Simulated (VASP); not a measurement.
# Ti2TeSe (P-3m1) in VASP: single point with PBEsol

Aim: the single point of Ti2TeSe with PBEsol.

Everything below comes from runs of VASP 6.6.1. Logs are shortened: lines on timing, memory, paths and dates and some standing lists are left out, and cuts for length are marked.

## Step 1: The cell of the first run

Symmetry: P-3m1, No. 164, trigonal system. Conventional cell: a = 3.492 Å, b = 3.492 Å, c = 7.136 Å, α = 90.00°, β = 90.00°, γ = 120.00°. Ti (site symmetry 3m) has 3 Se at 2.56 Å and 3 Te at 2.83 Å and 6 Ti at 3.49 Å within 3.5 Å. Te (site symmetry -3m) has 6 Ti at 2.83 Å and 6 Te at 3.49 Å and 2 Se at 3.57 Å within 3.7 Å. Se (site symmetry -3m) has 6 Ti at 2.56 Å and 6 Se at 3.49 Å and 2 Te at 3.57 Å within 3.6 Å.

## Step 2: Single point, PBEsol

File INCAR:

```
PREC = Accurate
ENCUT = 520
EDIFF = 1E-6
ISMEAR = 0
SIGMA = 0.1
LREAL = False
LASPH = True
NELM = 100
ALGO = Fast
ISIF = 2
LWAVE = False
LCHARG = False
GGA = PS
NBANDS = 26
```

File KPOINTS:

```
regular mesh
0
Gamma
  15 15 6
```

File POSCAR:

```
Ti2TeSe
1.0
    3.4916410851      0.0000000000      0.0000000000
   -1.7458205425      3.0238498806      0.0000000000
    0.0000000000      0.0000000000      7.1358280619
Ti Te Se
2 1 1
Direct
    0.3333333333      0.6666666667      0.2783080807
    0.6666666667      0.3333333333      0.7216919193
    0.0000000000      0.0000000000      0.0000000000
    0.0000000000      0.0000000000      0.5000000000
```

Potentials or basis: VASP PAW PBE potentials, release 64 (Ti_sv, Te, Se).

Command:

```bash
$ cat potpaw_PBE.64/Ti_sv/POTCAR potpaw_PBE.64/Te/POTCAR potpaw_PBE.64/Se/POTCAR > POTCAR
$ mpirun -np 1 vasp_std > vasp.out
```

OUTCAR:

```text
PREC = Accurate
   ENCUT = 520
   EDIFF = 1E-6
   ISMEAR = 0
   LREAL = False
   LASPH = True
   NELM = 100
   ISIF = 2
   GGA = PS

 ion  position               nearest neighbor table
   1  0.333  0.667  0.278-   4 2.56   4 2.56   4 2.56   3 2.83   3 2.83   3 2.83
   2  0.667  0.333  0.722-   4 2.56   4 2.56   4 2.56   3 2.83   3 2.83   3 2.83
   3  0.000  0.000  0.000-   1 2.83   2 2.83   1 2.83   2 2.83   2 2.83   1 2.83
   4  0.000  0.000  0.500-   1 2.56   2 2.56   1 2.56   2 2.56   2 2.56   1 2.56

  LATTYP: Found a hexagonal cell.
 ALAT       =     3.4916410851
 C/A-ratio  =     2.0436888810

  Lattice vectors:

 A1 = (   3.4916410851,   0.0000000000,   0.0000000000)
 A2 = (  -1.7458205425,   3.0238498806,   0.0000000000)
 A3 = (   0.0000000000,   0.0000000000,   7.1358280619)

Analysis of symmetry for initial positions (statically):
=====================================================================
 Subroutine PRICEL returns:
 Original cell was already a primitive cell.

 Routine SETGRP: Setting up the symmetry group for a
 hexagonal supercell.

 Subroutine GETGRP returns: Found 12 space group operations
 (whereof 12 operations were pure point group operations)
 out of a pool of 24 trial point group operations.

The static configuration has the point symmetry D_3d.

Analysis of symmetry for dynamics (positions and initial velocities):
=====================================================================
 Subroutine PRICEL returns:
 Original cell was already a primitive cell.

 Routine SETGRP: Setting up the symmetry group for a
 hexagonal supercell.

 Subroutine GETGRP returns: Found 12 space group operations
 (whereof 12 operations were pure point group operations)
 out of a pool of 24 trial point group operations.

The dynamic configuration has the point symmetry D_3d.

 Subroutine INISYM returns: Found 12 space group operations
 (whereof 12 operations are pure point group operations),
 and found     1 'primitive' translations

----------------------------------------------------------------------------------------

                                     Primitive cell

  volume of cell :      75.3415

  direct lattice vectors                    reciprocal lattice vectors
     3.491641085  0.000000000  0.000000000     0.286398280  0.165352124  0.000000000
    -1.745820542  3.023849881  0.000000000     0.000000000  0.330704248  0.000000000
     0.000000000  0.000000000  7.135828062     0.000000000  0.000000000  0.140137906

  length of vectors
     3.491641085  3.491641085  7.135828062     0.330704248  0.330704248  0.140137906

  position of ions in fractional coordinates (direct lattice)
     0.333333333  0.666666667  0.278308081
     0.666666667  0.333333333  0.721691919
     0.000000000  0.000000000  0.000000000
     0.000000000  0.000000000  0.500000000

  ion indices of the primitive-cell ions
   primitive index   ion index
                 1           1
                 2           2
                 3           3
                 4           4

----------------------------------------------------------------------------------------

 KPOINTS: regular mesh

Automatic generation of k-mesh.
 Grid dimensions read from file:
 generate k-points for:   15   15    6

 Generating k-lattice:

  Cartesian coordinates                     Fractional coordinates (reciprocal lattice)
     0.019093219  0.011023475  0.000000000     0.066666667 -0.000000000  0.000000000
     0.000000000  0.022046950  0.000000000     0.000000000  0.066666667  0.000000000
     0.000000000  0.000000000  0.023356318     0.000000000  0.000000000  0.166666667

  Length of vectors
     0.022046950  0.022046950  0.023356318

  Shift w.r.t. Gamma in fractional coordinates (k-lattice)
     0.000000000  0.000000000  0.000000000

 Subroutine IBZKPT returns following result:
 ===========================================

 Found    146 irreducible k-points:

 Following reciprocal coordinates:
            Coordinates               Weight
  0.000000  0.000000  0.000000      1.000000
  0.066667  0.000000  0.000000      6.000000
  0.133333  0.000000  0.000000      6.000000
  0.200000  0.000000  0.000000      6.000000
  0.266667  0.000000  0.000000      6.000000
  0.333333  0.000000  0.000000      6.000000
[... 16 lines left out ...]
  0.333333  0.200000  0.000000     12.000000
  0.400000  0.200000  0.000000      6.000000
 [... further k-points ...]
   k-points           NKPTS =    146   k-points in BZ     NKDIM =    146   number of bands    NBANDS=     26
   number of dos      NEDOS =    301   number of ions     NIONS =      4
   total plane-waves  NPLWV =  42336
   dimension x,y,z NGX =    28 NGY =   28 NGZ =   54
   dimension x,y,z NGXF=    56 NGYF=   56 NGZF=  108
   ions per type =               2   1   1
   NGX,Y,Z   is equivalent  to a cutoff of  13.33, 13.33, 12.58 a.u.
   NGXF,Y,Z  is equivalent  to a cutoff of  26.66, 26.66, 25.16 a.u.
 SYSTEM =  unknown system
   PREC   = accura    normal or accurate (medium, high low for compatibility)
   ISTART =      0    job   : 0-new  1-cont  2-samecut
   ICHARG =      2    charge: 1-file 2-atom 10-const
   ISPIN  =      1    spin polarized calculation?
   LNONCOLLINEAR =      F non collinear calculations
   LSORBIT =      F    spin-orbit coupling
   LASPH  =      T    aspherical Exc in radial PAW
   ENCUT  =  520.0 eV  38.22 Ry    6.18 a.u.   6.49  6.49 13.27*2*pi/ulx,y,z
   NELM   =    100;   NELMIN=  2; NELMDL= -5     # of ELM steps
   EDIFF  = 0.1E-05   stopping-criterion for ELM
   LREAL  =      F    real-space projection
   EDIFFG = 0.1E-04   stopping-criterion for IOM
   NSW    =      0    number of steps for IOM
   IBRION =     -1    ionic relax: 0-MD 1-quasi-New 2-CG
   NFREE  =      0    steps in history (QN), initial steepest desc. (CG)
   ISIF   =      2    stress and relaxation
   ISYM   =      2    0-nonsym 1-usesym 2-fastsym
   POTIM  = 0.5000    time-step for ionic-motion
   TEBEG  =    0.0;   TEEND  =   0.0 temperature during run
   PSTRESS=    0.0 pullay stress
   NELECT =      36.0000    total number of electrons
   NUPDOWN=      -1.0000    fix difference up-down
   EMIN   =  10.00;   EMAX   =-10.00  energy-range for DOS
   EFERMI =   0.00;   METHOD = LEGACY
   ISMEAR =     0;   SIGMA  =   0.10  broadening in eV -4-tet -1-fermi 0-gaus
   EFERMI_NEDOS =   21; number of points for ismear=-14 and -15
   IALGO  =     68    algorithm
   IMIX   =      4    mixing-type and parameters
     AMIX     =   0.40;   BMIX     =  1.00
     AMIX_MAG =   1.60;   BMIX_MAG =  1.00
  volume/ion in A,a.u.               =      18.84       127.11
  Fermi-wavevector in a.u.,A,eV,Ry     =   1.279865  2.418595 22.287094  1.638055
  Thomas-Fermi vector in A             =   2.412326
   LORBIT       =      0    0 simple, 1 ext, 2 COOP (PROOUT), +10 PAW based schemes
   GGA     = PS    functional components
   LHFCALC =     F    Hartree Fock is set to
   AEXX    =    0.0000 exact exchange contribution
   IVDW    =     0    specifies the selected vdW correction
   LEPSILON=     F    determine dielectric tensor
   LRPA    =     F    only Hartree local field effects (RPA)
 non-spin polarized calculation
 RMM-DIIS sequential band-by-band and
 Gauss-broadening in eV      SIGMA  =   0.10
  energy-cutoff  :      520.00
  volume of cell :       75.34
 maximum number of plane-waves:      2067
 NGX is ok and might be reduce to    28
   NGX = 13   NGY = 13   NGZ = 27

 number of electron      35.9999990 magnetization

 Free energy of the ion-electron system (eV)
  ---------------------------------------------------
  ext. energy  EPLUGINS =         0.00000000
  ---------------------------------------------------
  free energy    TOTEN  =       -26.86303615 eV

  energy without entropy =      -26.84091583  energy(sigma->0) =      -26.85197599

 E-fermi :   9.3261     XC(G=0): -11.3243

 val. band max:        9.3257702388   @ k =   0.0667   0.0000   0.5000
 cond. band min:       9.3313419959   @ k =  -0.0667   0.2667   0.3333
 fundamental gap:      0.0055717571
 Fermi energy:         9.3261448213

 k-point     1 :       0.0000    0.0000    0.0000
  band No.  band energies     occupation
      1     -47.8745      2.00000
      2     -47.8712      2.00000
      3     -24.3955      2.00000
      4     -24.3410      2.00000
      5     -24.1886      2.00000
      6     -24.1886      2.00000
[... 18 lines left out ...]
     25      12.1555      0.00000
     26      12.1998      0.00000

 k-point     2 :       0.0667    0.0000    0.0000
  band No.  band energies     occupation
      1     -47.8740      2.00000
      2     -47.8708      2.00000
      3     -24.3941      2.00000
      4     -24.3406      2.00000
      5     -24.1935      2.00000
      6     -24.1911      2.00000
[... 18 lines left out ...]
     25      12.0073      0.00000
     26      12.5539      0.00000

 k-point     3 :       0.1333    0.0000    0.0000
  band No.  band energies     occupation
      1     -47.8729      2.00000
      2     -47.8698      2.00000
      3     -24.3899      2.00000
      4     -24.3395      2.00000
      5     -24.2068      2.00000
      6     -24.2027      2.00000
[... 18 lines left out ...]
     25      11.7355      0.00000
     26      12.3042      0.00000

 k-point     4 :       0.2000    0.0000    0.0000
  band No.  band energies     occupation
      1     -47.8711      2.00000
      2     -47.8683      2.00000
      3     -24.3836      2.00000
      4     -24.3381      2.00000
      5     -24.2259      2.00000
      6     -24.2200      2.00000
[... 18 lines left out ...]
     25      11.4110      0.00000
     26      12.5410      0.00000

 k-point     5 :       0.2667    0.0000    0.0000
  band No.  band energies     occupation
      1     -47.8690      2.00000
      2     -47.8666      2.00000
      3     -24.3760      2.00000
      4     -24.3370      2.00000
      5     -24.2476      2.00000
      6     -24.2399      2.00000
[... 18 lines left out ...]
     25      11.5413      0.00000
     26      12.7403      0.00000

 k-point     6 :       0.3333    0.0000    0.0000
  band No.  band energies     occupation
      1     -47.8670      2.00000
      2     -47.8650      2.00000
      3     -24.3680      2.00000
      4     -24.3367      2.00000
      5     -24.2680      2.00000
      6     -24.2590      2.00000
[... 427 lines left out ...]
 k-point    21 :       0.2000    0.2000    0.0000
  band No.  band energies     occupation
      1     -47.8665      2.00000
      2     -47.8646      2.00000
      3     -24.3660      2.00000
      4     -24.3365      2.00000
      5     -24.2624      2.00000
      6     -24.2573      2.00000
[... 18 lines left out ...]
     25      11.1967      0.00000
     26      13.1337      0.00000

 k-point    22 :       0.2667    0.2000    0.0000
  band No.  band energies     occupation
      1     -47.8650      2.00000
      2     -47.8635      2.00000
      3     -24.3591      2.00000
      4     -24.3372      2.00000
      5     -24.2732      2.00000
      6     -24.2655      2.00000
[... 18 lines left out ...]
     25      11.3934      0.00000
     26      13.4730      0.00000

 k-point    23 :       0.3333    0.2000    0.0000
  band No.  band energies     occupation
      1     -47.8639      2.00000
      2     -47.8629      2.00000
      3     -24.3533      2.00000
      4     -24.3389      2.00000
      5     -24.2804      2.00000
      6     -24.2700      2.00000
[... 18 lines left out ...]
     25      11.5961      0.00000
     26      12.4866      0.00000

 k-point    24 :       0.4000    0.2000    0.0000
  band No.  band energies     occupation
      1     -47.8634      2.00000
      2     -47.8626      2.00000
      3     -24.3505      2.00000
      4     -24.3402      2.00000
      5     -24.2829      2.00000
      6     -24.2714      2.00000
[... 18 lines left out ...]
     25      11.6318      0.00000
     26      12.0781      0.00000

 [... further k-points ...]
[... 5 lines left out ...]
  --------------------------------------------------------------------------------------
  -------------------------------------------------------------------------------------
  Total        0.1962874      0.1962874      0.1792816      0.0000000      0.0000000      0.0000000
  in kB        4.1741582      4.1741582      3.8125201      0.0000000      0.0000000      0.0000000
  external PRESSURE =       4.0536122 kB  Pullay stress =       0.0000000 kB

 VOLUME and BASIS-vectors are now :
 -----------------------------------------------------------------------------
  energy-cutoff  :      520.00
  volume of cell :       75.34
      direct lattice vectors                 reciprocal lattice vectors
     3.491641085  0.000000000  0.000000000     0.286398280  0.165352124  0.000000000
    -1.745820542  3.023849881  0.000000000     0.000000000  0.330704248  0.000000000
     0.000000000  0.000000000  7.135828062     0.000000000  0.000000000  0.140137906

 POSITION                                       TOTAL-FORCE (eV/Angst)
 -----------------------------------------------------------------------------------
     -0.00000      2.01590      1.98596         0.000000      0.000000     -0.003941
      1.74582      1.00795      5.14987        -0.000000     -0.000000      0.003941
      0.00000      0.00000      0.00000         0.000000      0.000000     -0.000000
      0.00000      0.00000      3.56791         0.000000      0.000000     -0.000000
 -----------------------------------------------------------------------------------
    total drift:                               -0.000000      0.000000     -0.000000

  FREE ENERGIE OF THE ION-ELECTRON SYSTEM (eV)
  ---------------------------------------------------
  free  energy   TOTEN  =       -26.8630361532 eV

  energy  without entropy=      -26.8409158266  energy(sigma->0) =      -26.85197599
```

It took 20 min on 1 thread of Intel Xeon Platinum 8259CL at 2.50GHz (Skylake/Cascade Lake), shared host; peak memory 0.42 GiB.

Results:

```
Free energy            : -26.8630 eV
Pressure               : 0.4 GPa
Largest force          : 0.004 eV/Å
Band gap on the k mesh : zero (bands 18 and 19 overlap by 0.38 eV)
```

Forces on the atoms (eV/Å):
```
Ti   0.000  0.000 -0.004
Ti   0.000  0.000  0.004
Te   0.000  0.000  0.000
Se   0.000  0.000  0.000
```

Caveat: the PAW data sets were made with another functional, which shifts forces and pressure a little; spin-orbit coupling is left out, which moves the levels of the heavy elements.
